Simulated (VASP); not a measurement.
# BaS (Fm-3m) in VASP: further runs, part 2 of 2

VASP 6.6.1. The steps go on from the part before.

## (3) Single point, PBE (volume changed by -10%)

Contents of INCAR:

```
SYSTEM = BaS
PREC = Accurate
ENCUT = 520
EDIFF = 1E-7
ISMEAR = 0
SIGMA = 0.01
LREAL = .False.
LASPH = .True.
NELM = 100
ALGO = Normal
ISIF = 2
LWAVE = .False.
LCHARG = .True.
GGA = PE
LELF = .True.
LVHAR = .True.
NBANDS = 15
```

Contents of KPOINTS:

```
regular mesh
0
Gamma
  4 4 4
  0 0 0
```

Contents of POSCAR:

```
BaS
1.0
    0.0000000000      3.1010649383      3.1010649383
    3.1010649383      0.0000000000      3.1010649383
    3.1010649383      3.1010649383      0.0000000000
Ba S
1 1
Direct
    0.0000000000      0.0000000000      0.0000000000
    0.5000000000      0.5000000000      0.5000000000
```

Potentials or basis: VASP PAW PBE potentials, release 64 (Ba_sv, S).

Started as:

```console
cat potpaw_PBE.64/Ba_sv/POTCAR potpaw_PBE.64/S/POTCAR > POTCAR
mpirun -np 1 vasp_std > vasp.out
```

OUTCAR:

```text
SYSTEM = BaS
   PREC = Accurate
   ENCUT = 520
   EDIFF = 1E-7
   ISMEAR = 0
   LREAL = .False.
   LASPH = .True.
   NELM = 100
   ISIF = 2
   GGA = PE

 ion  position               nearest neighbor table
   1  0.000  0.000  0.000-   2 3.10   2 3.10   2 3.10   2 3.10   2 3.10   2 3.10
   2  0.500  0.500  0.500-   1 3.10   1 3.10   1 3.10   1 3.10   1 3.10   1 3.10

  LATTYP: Found a face centered cubic cell.
 ALAT       =     6.2021298766

  Lattice vectors:

 A1 = (   0.0000000000,   3.1010649383,   3.1010649383)
 A2 = (   3.1010649383,   0.0000000000,   3.1010649383)
 A3 = (   3.1010649383,   3.1010649383,   0.0000000000)

Analysis of symmetry for initial positions (statically):
=====================================================================
 Subroutine PRICEL returns:
 Original cell was already a primitive cell.

 Routine SETGRP: Setting up the symmetry group for a
 face centered cubic supercell.

 Subroutine GETGRP returns: Found 48 space group operations
 (whereof 48 operations were pure point group operations)
 out of a pool of 48 trial point group operations.

The static configuration has the point symmetry O_h .

Analysis of symmetry for dynamics (positions and initial velocities):
=====================================================================
 Subroutine PRICEL returns:
 Original cell was already a primitive cell.

 Routine SETGRP: Setting up the symmetry group for a
 face centered cubic supercell.

 Subroutine GETGRP returns: Found 48 space group operations
 (whereof 48 operations were pure point group operations)
 out of a pool of 48 trial point group operations.

The dynamic configuration has the point symmetry O_h .

 Subroutine INISYM returns: Found 48 space group operations
 (whereof 48 operations are pure point group operations),
 and found     1 'primitive' translations

----------------------------------------------------------------------------------------

                                     Primitive cell

  volume of cell :      59.6434

  direct lattice vectors                    reciprocal lattice vectors
[... 101 lines left out ...]
 non-spin polarized calculation
 Gauss-broadening in eV      SIGMA  =   0.01
  energy-cutoff  :      520.00
  volume of cell :       59.64
 maximum number of plane-waves:      1639
 NGX is ok and might be reduce to    36
   NGX = 17   NGY = 17   NGZ = 17

 number of electron      16.0000000 magnetization

 Free energy of the ion-electron system (eV)
  ---------------------------------------------------
  ext. energy  EPLUGINS =         0.00000000
  ---------------------------------------------------
  free energy    TOTEN  =       -10.04678419 eV

  energy without entropy =      -10.04678419  energy(sigma->0) =      -10.04678419

 E-fermi :   2.0276     XC(G=0):  -8.9973

 val. band max:        1.9494326266   @ k =   0.0000   0.0000   0.0000
 cond. band min:       3.8749265207   @ k =   0.5000   0.5000   0.0000
 fundamental gap:      1.9254938941
 Fermi energy:         2.0275501824

 k-point     1 :       0.0000    0.0000    0.0000
  band No.  band energies     occupation
      1     -23.8754      2.00000
      2      -8.9147      2.00000
      3      -8.9147      2.00000
      4      -8.9147      2.00000
      5      -8.5516      2.00000
      6       1.9494      2.00000
      7       1.9494      2.00000
      8       1.9494      2.00000
      9       5.8009      0.00000
     10       5.8009      0.00000
     11       5.8009      0.00000
     12       5.9970      0.00000
     13       6.8237      0.00000
     14       6.8237      0.00000
[... 113 lines left out ...]
      2      -9.7358      2.00000
      3      -9.3863      2.00000
      4      -9.3863      2.00000
      5      -7.6451      2.00000
      6       0.6790      2.00000
      7       1.5186      2.00000
      8       1.5186      2.00000
      9       6.2963      0.00000
     10       6.2963      0.00000
     11       8.6983      0.00000
     12       9.2230      0.00000
     13       9.9470      0.00000
     14      12.3288      0.00000
     15      13.2600      0.00000

------------------------ aborting loop because EDIFF is reached ----------------------------------------

  FORCE on cell =-STRESS in cart. coord.  units (eV):
  Direction    XX          YY          ZZ          XY          YZ          ZX
  --------------------------------------------------------------------------------------
  -------------------------------------------------------------------------------------
  Total        2.4582669      2.4582669      2.4582669      0.0000000      0.0000000      0.0000000
  in kB       66.0354345     66.0354345     66.0354345      0.0000000      0.0000000      0.0000000
  external PRESSURE =      66.0354345 kB  Pullay stress =       0.0000000 kB

 VOLUME and BASIS-vectors are now :
 -----------------------------------------------------------------------------
  energy-cutoff  :      520.00
  volume of cell :       59.64
      direct lattice vectors                 reciprocal lattice vectors
     0.000000000  3.101064938  3.101064938    -0.161234934  0.161234934  0.161234934
     3.101064938  0.000000000  3.101064938     0.161234934 -0.161234934  0.161234934
     3.101064938  3.101064938  0.000000000     0.161234934  0.161234934 -0.161234934

 POSITION                                       TOTAL-FORCE (eV/Angst)
 -----------------------------------------------------------------------------------
      0.00000      0.00000      0.00000         0.000000      0.000000     -0.000000
      3.10106      3.10106      3.10106        -0.000000     -0.000000      0.000000
 -----------------------------------------------------------------------------------
    total drift:                                0.000000      0.000000      0.000000

  FREE ENERGIE OF THE ION-ELECTRON SYSTEM (eV)
  ---------------------------------------------------
  free  energy   TOTEN  =       -10.0467841898 eV

  energy  without entropy=      -10.0467841898  energy(sigma->0) =      -10.04678419
```

stdout:

```text
POSCAR found type information on POSCAR BaS
 POSCAR found :  2 types and       2 ions
 scaLAPACK will be used
 LDA part: xc-table for (Slater+PW92), standard interpolation
 POSCAR, INCAR and KPOINTS ok, starting setup
 FFT: planning ... GRIDC
 FFT: planning ... GRID_SOFT
 FFT: planning ... GRID
 WAVECAR not read
 entering main loop
```

Wall time 20 s (1 thread of Intel Xeon 8259CL, shared host); peak memory 0.2 GiB.

Results:

| Property | Result |
| --- | --- |
| Free energy | -10.0468 eV |
| Pressure | 6.6 GPa |
| Band gap on the k mesh | 1.93 eV, indirect (least direct gap 2.00 eV) |

Caveat: the k points lie up to 0.44 Å⁻¹ apart; the cell differs from its parent crystal (volume changed by -10%); spin-orbit coupling is left out, which moves the levels of the heavy elements.

## (4) Single point, PBE

This run uses another cell than the first one, of 33.14 Å³/atom, 1.053 times its volume.

Contents of INCAR:

```
PREC = Accurate
ENCUT = 520
EDIFF = 1E-6
ISMEAR = 0
SIGMA = 0.01
LREAL = False
LASPH = True
NELM = 80
ALGO = Normal
ISIF = 2
LWAVE = False
LCHARG = False
GGA = PE
NBANDS = 15
```

Contents of KPOINTS:

```
regular mesh
0
Gamma
  4 4 4
```

Contents of POSCAR:

```
BaS
1.0
    0.0000000000      3.2119099264      3.2119099264
    3.2119099264      0.0000000000      3.2119099264
    3.2119099264      3.2119099264      0.0000000000
Ba S
1 1
Direct
    0.0000000000      0.0000000000      0.0000000000
    0.5000000000      0.5000000000      0.5000000000
```

Started as:

```console
cat potpaw_PBE.64/Ba_sv/POTCAR potpaw_PBE.64/S/POTCAR > POTCAR
mpirun -np 1 vasp_std > vasp.out
```

It took 18 s on 1 thread of Intel Xeon 8259CL, shared host; peak memory 0.2 GiB.

The run converged. Its results:

```yaml
Free_energy: -10.1873 eV
Pressure: 0.7 GPa
Band_gap_on_the_k_mesh: 2.13 eV, indirect (least direct gap 2.28 eV)
```

Levels at points of the mesh, in eV from the valence-band top:
```
           k point  band 4  band 5  band 6  band 7  band 8  band 9  band 10  band 11  band 12  band 13
(0.00, 0.00, 0.00)  -11.19  -10.33    0.00    0.00    0.00    3.51     3.86     3.86     3.86     4.77
(0.50, 0.00, 0.00)  -11.23   -9.17   -1.90   -1.06   -1.06    5.48     5.64     6.24     6.24     8.79
(0.50, 0.50, 0.00)  -11.37  -10.24   -0.54   -0.15   -0.15    2.13     5.88     5.92     7.40     7.40
```

Caveat: the k points lie up to 0.42 Å⁻¹ apart; spin-orbit coupling is left out, which moves the levels of the heavy elements. A k mesh can miss the band edges.

## (5) Summary

| cell | gap on the mesh (eV) | pressure (GPa) |
| --- | --- | --- |
| a = 4.465 Å, angles 60.0°, 2 atoms | 2.04 | 3.2 |
| a = 4.386 Å, angles 60.0°, 2 atoms | 1.93 | 6.6 |
| a = 4.542 Å, angles 60.0°, 2 atoms | 2.13 | 0.7 |

Alike in all rows: task single point; level PBE; potentials or basis VASP PAW PBE potentials, release 64 (Ba_sv, S); no spin polarisation; k mesh 4 × 4 × 4; cutoff (eV) 520; smearing gaussian 0.01 eV.

Caveats: all runs use coarse meshes; spin-orbit coupling is left out, which moves the levels of the heavy elements.

Total energies depend on the potentials used, so only differences within one code and one set of settings carry meaning.
